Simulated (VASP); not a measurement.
# NiW7S16 (P-6m2) in VASP: single point with PBEsol+U

Aim: the single point of NiW7S16 with PBEsol+U.

Everything below comes from runs of VASP 6.6.1. Logs are shortened: lines on timing, memory, paths and dates and some standing lists are left out, and cuts for length are marked.

## Step 1: The cell of the first run

Symmetry: P-6m2, No. 187, hexagonal system. The conventional cell has a = 6.306 Å, b = 6.306 Å, c = 12.323 Å, α = 90.00°, β = 90.00°, γ = 120.00°. Within 3.2 Å of Ni (site symmetry -6m2) lie 6 S at 2.34 Å and 6 W at 3.15 Å. W (site symmetry mm2) has 6 S at 2.39 Å and 4 W at 3.13 to 3.18 Å and 2 Ni at 3.15 Å within 3.2 Å. W (site symmetry mm2) has 6 S at 2.40 Å and 6 W at 3.15 to 3.16 Å within 3.2 Å. W (site symmetry -6m2) has 6 S at 2.40 Å and 6 W at 3.15 Å within 3.2 Å. Within 3.2 Å of S (site symmetry 3m) lie 3 W at 2.40 Å and 7 S at 3.13 to 3.15 Å. S (site symmetry m) has 3 W at 2.40 Å and 7 S at 3.13 to 3.16 Å within 3.2 Å. S (site symmetry m) has 1 Ni at 2.34 Å and 2 W at 2.39 Å and 7 S at 3.03 to 3.21 Å within 3.3 Å. Within 3.2 Å of S (site symmetry 3m) lie 3 W at 2.39 Å and 7 S at 3.14 to 3.15 Å.

## Step 2: Single point, PBEsol+U, collinear spin, ferromagnetic start

Contents of INCAR:

```
  ALGO = Normal
  EDIFF = 1E-6
  ENCUT = 600
  GGA = PS
  GGA_COMPAT = F
  ISIF = 2
  ISMEAR = 0
  ISPIN = 2
  KPAR = 4
  LASPH = T
  LCHARG = F
  LDAU = T
  LDAUJ = 0 0 0
  LDAUL = 2 -1 -1
  LDAUPRINT = 1
  LDAUTYPE = 2
  LDAUU = 5 0 0
  LMAXMIX = 4
  LORBIT = 11
  LREAL = F
  LWAVE = F
  MAGMOM = 4 0 0 0 0 0 0 0 0 0 0 0 0 0 0 0 0 0 0 0 0 0 0 0
  NBANDS = 124
  NELM = 200
  PREC = Accurate
  SIGMA = 0.05
```

Contents of KPOINTS:

```
k-points
0
Gamma
  3 3 2
```

Contents of POSCAR:

```
NiW7S16
1.0
    6.3063999963      0.0000000000      0.0000000000
   -3.1531999981      5.4615026032      0.0000000000
    0.0000000000      0.0000000000     12.3230000000
Ni W S
1 7 16
Direct
    0.1666666667      0.3333333333      0.2500000000
    0.1640335586      0.8320167793      0.2500000000
    0.6679832207      0.3359664414      0.2500000000
    0.6679832207      0.8320167793      0.2500000000
    0.3331997569      0.1668002431      0.7500000000
    0.3331997569      0.6663995137      0.7500000000
    0.8336004863      0.1668002431      0.7500000000
    0.8333333333      0.6666666667      0.7500000000
    0.1666666667      0.3333333333      0.6230597927
    0.1668744664      0.8334372332      0.6230345617
    0.6665627668      0.3331255336      0.6230345617
    0.6665627668      0.8334372332      0.6230345617
    0.3302209943      0.1697790057      0.1269250493
    0.3302209943      0.6604419886      0.1269250493
    0.8395580114      0.1697790057      0.1269250493
    0.8333333333      0.6666666667      0.1227707682
    0.1666666667      0.3333333333      0.8769402073
    0.1668744664      0.8334372332      0.8769654383
    0.6665627668      0.3331255336      0.8769654383
    0.6665627668      0.8334372332      0.8769654383
    0.3302209943      0.1697790057      0.3730749507
    0.3302209943      0.6604419886      0.3730749507
    0.8395580114      0.1697790057      0.3730749507
    0.8333333333      0.6666666667      0.3772292318
```

Potentials or basis: VASP PAW PBE potentials, release 64 (Ni, W_sv, S).

Launch:

```sh
cat potpaw_PBE.64/Ni/POTCAR potpaw_PBE.64/W_sv/POTCAR potpaw_PBE.64/S/POTCAR > POTCAR
mpirun -np 4 vasp_std > vasp.out
```

OUTCAR:

```text
EDIFF = 1E-6
   ENCUT = 600
   GGA = PS
   ISIF = 2
   ISMEAR = 0
   ISPIN = 2
   LASPH = T
   LORBIT = 11
   LREAL = F
   NELM = 200
   PREC = Accurate

 ion  position               nearest neighbor table
   1  0.167  0.333  0.250-  13 2.34  21 2.34  14 2.34  22 2.34  15 2.34  23 2.34   2 3.15   3 3.15
                             4 3.15   4 3.15   2 3.15   3 3.15
   2  0.164  0.832  0.250-  14 2.39  22 2.39  21 2.39  13 2.39  16 2.39  24 2.39   4 3.13   3 3.13
                             1 3.15   1 3.15   4 3.18   3 3.18
   3  0.668  0.336  0.250-  15 2.39  23 2.39  21 2.39  13 2.39  16 2.39  24 2.39   4 3.13   2 3.13
                             1 3.15   1 3.15   4 3.18   2 3.18
   4  0.668  0.832  0.250-  15 2.39  23 2.39  22 2.39  14 2.39  16 2.39  24 2.39   3 3.13   2 3.13
                             1 3.15   1 3.15   3 3.18   2 3.18
   5  0.333  0.167  0.750-   9 2.40  17 2.40  10 2.40  18 2.40  11 2.40  19 2.40   6 3.15   7 3.15
                             8 3.15   8 3.15   6 3.16   7 3.16
   6  0.333  0.666  0.750-   9 2.40  17 2.40  12 2.40  20 2.40  18 2.40  10 2.40   5 3.15   7 3.15
                             8 3.15   8 3.15   5 3.16   7 3.16
   7  0.834  0.167  0.750-   9 2.40  17 2.40  12 2.40  20 2.40  19 2.40  11 2.40   5 3.15   6 3.15
                             8 3.15   8 3.15   5 3.16   6 3.16
   8  0.833  0.667  0.750-  12 2.40  20 2.40  19 2.40  11 2.40  10 2.40  18 2.40   7 3.15   6 3.15
                             5 3.15   5 3.15   7 3.15   6 3.15
   9  0.167  0.333  0.623-   5 2.40   6 2.40   7 2.40
  10  0.167  0.833  0.623-   5 2.40   6 2.40   8 2.40
  11  0.667  0.333  0.623-   5 2.40   7 2.40   8 2.40
  12  0.667  0.833  0.623-   7 2.40   6 2.40   8 2.40
  13  0.330  0.170  0.127-   1 2.34   2 2.39   3 2.39
  14  0.330  0.660  0.127-   1 2.34   2 2.39   4 2.39
[... 8 lines left out ...]
  23  0.840  0.170  0.373-   1 2.34   3 2.39   4 2.39
  24  0.833  0.667  0.377-   4 2.39   3 2.39   2 2.39

  LATTYP: Found a hexagonal cell.
 ALAT       =     6.3063999963
 C/A-ratio  =     1.9540466839

  Lattice vectors:

 A1 = (   6.3063999963,   0.0000000000,   0.0000000000)
 A2 = (  -3.1531999981,   5.4615026032,   0.0000000000)
 A3 = (   0.0000000000,   0.0000000000,  12.3230000000)

Analysis of symmetry for initial positions (statically):
=====================================================================
 Subroutine PRICEL returns:
 Original cell was already a primitive cell.

 Routine SETGRP: Setting up the symmetry group for a
 hexagonal supercell.

 Subroutine GETGRP returns: Found 12 space group operations
 (whereof  2 operations were pure point group operations)
 out of a pool of 24 trial point group operations.

The static configuration has the point symmetry C_1h.
 The point group associated with its full space group is D_3h.

Analysis of symmetry for dynamics (positions and initial velocities):
=====================================================================
 Subroutine PRICEL returns:
 Original cell was already a primitive cell.

 Routine SETGRP: Setting up the symmetry group for a
 hexagonal supercell.

 Subroutine GETGRP returns: Found 12 space group operations
 (whereof  2 operations were pure point group operations)
 out of a pool of 24 trial point group operations.

The dynamic configuration has the point symmetry C_1h.
 The point group associated with its full space group is D_3h.

Analysis of structural, dynamic, and magnetic symmetry:
=====================================================================
 Subroutine PRICEL returns:
 Original cell was already a primitive cell.

 Routine SETGRP: Setting up the symmetry group for a
 hexagonal supercell.

 Subroutine GETGRP returns: Found 12 space group operations
 (whereof  2 operations were pure point group operations)
 out of a pool of 24 trial point group operations.

The overall configuration has the point symmetry C_1h.
 The point group associated with its full space group is D_3h.

 Subroutine INISYM returns: Found 12 space group operations
 (whereof  2 operations are pure point group operations),
 and found     1 'primitive' translations

[... 161 lines left out ...]

 number of electron     203.9999995 magnetization      -0.0016117

atom =   1  type =  1  l = 2

 onsite density matrix

spin component  1

  0.8865  0.0000 -0.0000  0.0000 -0.0000
  0.0000  0.8172 -0.0000  0.0000 -0.0000
 -0.0000 -0.0000  0.9295 -0.0000 -0.0000
  0.0000  0.0000 -0.0000  0.8172 -0.0000
 -0.0000 -0.0000 -0.0000 -0.0000  0.8865

spin component  2

  0.8865 -0.0000 -0.0000  0.0000 -0.0000
 -0.0000  0.8172  0.0000  0.0000  0.0000
 -0.0000  0.0000  0.9296  0.0000 -0.0000
  0.0000  0.0000  0.0000  0.8172  0.0000
 -0.0000  0.0000 -0.0000  0.0000  0.8865

 occupancies and eigenvectors

  o =  0.8172  v =  0.0000 -0.8370  0.0000  0.5472  0.0000  0.0000  0.0000  0.0000  0.0000  0.0000      0.0000  0.0000  0.0000  0.0000  0.0000  0.0000  0.0000  0.0000  0.0000  0.0000
  o =  0.8172  v =  0.0000 -0.5472  0.0000 -0.8370  0.0000  0.0000  0.0000  0.0000  0.0000  0.0000      0.0000  0.0000  0.0000  0.0000  0.0000  0.0000  0.0000  0.0000  0.0000  0.0000
  o =  0.8172  v =  0.0000  0.0000  0.0000  0.0000  0.0000  0.0000  0.8370 -0.0000 -0.5472  0.0000      0.0000  0.0000  0.0000  0.0000  0.0000  0.0000  0.0000  0.0000  0.0000  0.0000
  o =  0.8172  v =  0.0000  0.0000  0.0000  0.0000  0.0000 -0.0000 -0.5472  0.0000 -0.8370 -0.0000      0.0000  0.0000  0.0000  0.0000  0.0000  0.0000  0.0000  0.0000  0.0000  0.0000
  o =  0.8865  v = -0.9996 -0.0000 -0.0000  0.0000 -0.0291  0.0000  0.0000  0.0000  0.0000  0.0000      0.0000  0.0000  0.0000  0.0000  0.0000  0.0000  0.0000  0.0000  0.0000  0.0000
  o =  0.8865  v = -0.0291  0.0000  0.0000 -0.0000  0.9996  0.0000  0.0000  0.0000  0.0000  0.0000      0.0000  0.0000  0.0000  0.0000  0.0000  0.0000  0.0000  0.0000  0.0000  0.0000
  o =  0.8865  v =  0.0000  0.0000  0.0000  0.0000  0.0000  0.9994 -0.0000  0.0000 -0.0000  0.0346      0.0000  0.0000  0.0000  0.0000  0.0000  0.0000  0.0000  0.0000  0.0000  0.0000
  o =  0.8865  v =  0.0000  0.0000  0.0000  0.0000  0.0000 -0.0346 -0.0000  0.0000 -0.0000  0.9994      0.0000  0.0000  0.0000  0.0000  0.0000  0.0000  0.0000  0.0000  0.0000  0.0000
  o =  0.9295  v = -0.0000  0.0000  1.0000 -0.0000 -0.0000  0.0000  0.0000  0.0000  0.0000  0.0000      0.0000  0.0000  0.0000  0.0000  0.0000  0.0000  0.0000  0.0000  0.0000  0.0000
  o =  0.9296  v =  0.0000  0.0000  0.0000  0.0000  0.0000 -0.0000  0.0000  1.0000  0.0000 -0.0000      0.0000  0.0000  0.0000  0.0000  0.0000  0.0000  0.0000  0.0000  0.0000  0.0000

 number of electron     203.9999995 magnetization       0.0003574

 Free energy of the ion-electron system (eV)
  ---------------------------------------------------
  ext. energy  EPLUGINS =         0.00000000
  ---------------------------------------------------
  free energy    TOTEN  =      -187.06376374 eV

  energy without entropy =     -187.06194752  energy(sigma->0) =     -187.06285563

 E-fermi :   7.0382     XC(G=0): -11.0367

 val. band max:        6.9506108826   @ k =   0.3333   0.0000   0.5000
 cond. band min:       7.1242171001   @ k =   0.3333   0.0000   0.0000
 fundamental gap:      0.1736062175
 Fermi energy:         7.0381541104

 spin component 1

 k-point     1 :       0.0000    0.0000    0.0000
  band No.  band energies     occupation
      1     -67.5552      1.00000
      2     -67.5406      1.00000
      3     -67.5406      1.00000
      4     -67.3392      1.00000
      5     -67.3209      1.00000
      6     -67.3209      1.00000
[... 691 lines left out ...]
    113       9.2100      0.00000
    114       9.3956      0.00000
 Fermi energy:         7.0381541104

 spin component 2

 k-point     1 :       0.0000    0.0000    0.0000
  band No.  band energies     occupation
      1     -67.5552      1.00000
      2     -67.5405      1.00000
      3     -67.5405      1.00000
      4     -67.3392      1.00000
      5     -67.3209      1.00000
      6     -67.3209      1.00000
[... 691 lines left out ...]
    113       9.2100      0.00000
    114       9.3956      0.00000
 [bands above 114 left out]

------------------------ aborting loop because EDIFF is reached ----------------------------------------

  FORCE on cell =-STRESS in cart. coord.  units (eV):
  Direction    XX          YY          ZZ          XY          YZ          ZX
  --------------------------------------------------------------------------------------
  -------------------------------------------------------------------------------------
  Total       -1.1993269     -1.1993269      1.8589090     -0.0000000      0.0000000     -0.0000000
  in kB       -4.5272874     -4.5272874      7.0171153     -0.0000000      0.0000000     -0.0000000
  external PRESSURE =      -0.6791532 kB  Pullay stress =       0.0000000 kB

 VOLUME and BASIS-vectors are now :
 -----------------------------------------------------------------------------
  energy-cutoff  :      600.00
  volume of cell :      424.43
      direct lattice vectors                 reciprocal lattice vectors
     6.306399996  0.000000000  0.000000000     0.158569073  0.091549897  0.000000000
    -3.153199998  5.461502603  0.000000000     0.000000000  0.183099794  0.000000000
     0.000000000  0.000000000 12.323000000     0.000000000  0.000000000  0.081149071

 POSITION                                       TOTAL-FORCE (eV/Angst)
 -----------------------------------------------------------------------------------
      0.00000      1.82050      3.08075         0.000000     -0.000000     -0.000000
     -1.58905      4.54406      3.08075         0.288747      0.166708     -0.000000
      3.15320      1.83488      3.08075        -0.000000     -0.333417     -0.000000
      1.58905      4.54406      3.08075        -0.288747      0.166708     -0.000000
      1.57534      0.91098      9.24225         0.024672     -0.014244     -0.000000
      0.00000      3.63954      9.24225         0.000000      0.028488     -0.000000
[... 16 lines left out ...]
      4.75924      0.92725      4.59740        -0.001685     -0.000973     -0.038559
      3.15320      3.64100      4.64860         0.000000     -0.000000      0.049775
 -----------------------------------------------------------------------------------
    total drift:                                0.000001     -0.000000      0.000000

  FREE ENERGIE OF THE ION-ELECTRON SYSTEM (eV)
  ---------------------------------------------------
  free  energy   TOTEN  =      -187.0637637376 eV

  energy  without entropy=     -187.0619475185  energy(sigma->0) =     -187.06285563

 total charge

# of ion       s       p       d       tot
------------------------------------------
    1        0.387   0.499   8.639   9.525
    2        2.339   6.338   3.398  12.075
    3        2.339   6.338   3.398  12.075
    4        2.339   6.338   3.398  12.075
    5        2.325   6.338   3.416  12.079
    6        2.325   6.338   3.416  12.079
[... 16 lines left out ...]
   23        1.365   2.295   0.000   3.659
   24        1.357   2.334   0.000   3.691
--------------------------------------------------
tot         38.434  82.072  32.496 153.002

 magnetization (x)

# of ion       s       p       d       tot
------------------------------------------
    1       -0.000  -0.000  -0.000  -0.000
    2       -0.000  -0.000   0.000   0.000
    3       -0.000  -0.000   0.000   0.000
    4       -0.000  -0.000   0.000   0.000
    5        0.000  -0.000   0.000   0.000
    6        0.000  -0.000   0.000   0.000
[... 16 lines left out ...]
   23        0.000   0.000   0.000   0.000
   24        0.000  -0.000   0.000   0.000
--------------------------------------------------
tot          0.000   0.000  -0.000   0.000
```

Wall time 14 min (4 MPI ranks of Intel Xeon Platinum 8375C at 2.90GHz (Ice Lake), shared host); peak memory 1.1 GiB.

Results:

* Free energy: -187.0638 eV
* Pressure: -0.1 GPa
* Largest force: 0.333 eV/Å
* Band gap on the k mesh: 0.17 eV
* Net moment: 0.00 μB per cell
* Valence electrons inside the program's atomic spheres: Ni 9.53; W 12.07, 12.08 (each value once); S 3.70, 3.66, 3.69 (each value once)

Forces on the atoms (eV/Å):
```
Ni   0.000  0.000  0.000
W    0.289  0.167  0.000
W    0.000 -0.333  0.000
W   -0.289  0.167  0.000
W    0.025 -0.014  0.000
W    0.000  0.028  0.000
W   -0.025 -0.014  0.000
W    0.000  0.000  0.000
S    0.000  0.000 -0.014
S   -0.010 -0.006 -0.013
S    0.000  0.011 -0.013
S    0.010 -0.006 -0.013
S    0.002 -0.001  0.039
S    0.000  0.002  0.039
S   -0.002 -0.001  0.039
S    0.000  0.000 -0.050
S    0.000  0.000  0.014
S   -0.010 -0.006  0.013
S    0.000  0.011  0.013
S    0.010 -0.006  0.013
S    0.002 -0.001 -0.039
S    0.000  0.002 -0.039
S   -0.002 -0.001 -0.039
S    0.000  0.000  0.050
```

Stress tensor (GPa, compression positive):
```
-0.45  0.00  0.00
 0.00 -0.45  0.00
 0.00  0.00  0.70
```

Levels at points of the mesh, in eV from the valence-band top:
Spin up:
| k point | band 98 | band 99 | band 100 | band 101 | band 102 | band 103 | band 104 | band 105 | band 106 | band 107 |
| --- | --- | --- | --- | --- | --- | --- | --- | --- | --- | --- |
| (0.00, 0.00, 0.00) | -1.23 | -1.20 | -0.29 | -0.29 | -0.22 | 0.84 | 0.84 | 1.06 | 2.40 | 2.58 |
| (0.00, 0.00, 0.50) | -1.36 | -0.80 | -0.30 | -0.30 | -0.06 | 0.85 | 0.85 | 1.05 | 2.41 | 2.56 |
Spin down:
```csv
k point,band 100,band 101,band 102,band 103,band 104,band 105
"(0.00, 0.00, 0.00)",-0.29,-0.29,-0.22,0.84,0.84,1.06
"(0.00, 0.00, 0.50)",-0.30,-0.30,-0.06,0.85,0.85,1.05
```

Eigenvalues of the final occupation matrices:
```
    site  spin  trace               eigenvalues
site 1 d     1   4.34  0.82 0.82 0.89 0.89 0.93
site 1 d     2   4.34  0.82 0.82 0.89 0.89 0.93
```

Caveat: the moments typed at the start vanished in this run; the PAW data sets were made with another functional, which shifts forces and pressure a little; spin-orbit coupling is left out, which moves the levels of the heavy elements; this functional lacks dispersion, which binds layers or chains, so the pressure and a relaxed spacing across them are unreliable. The state reached can hang on the start; a lower one may exist.
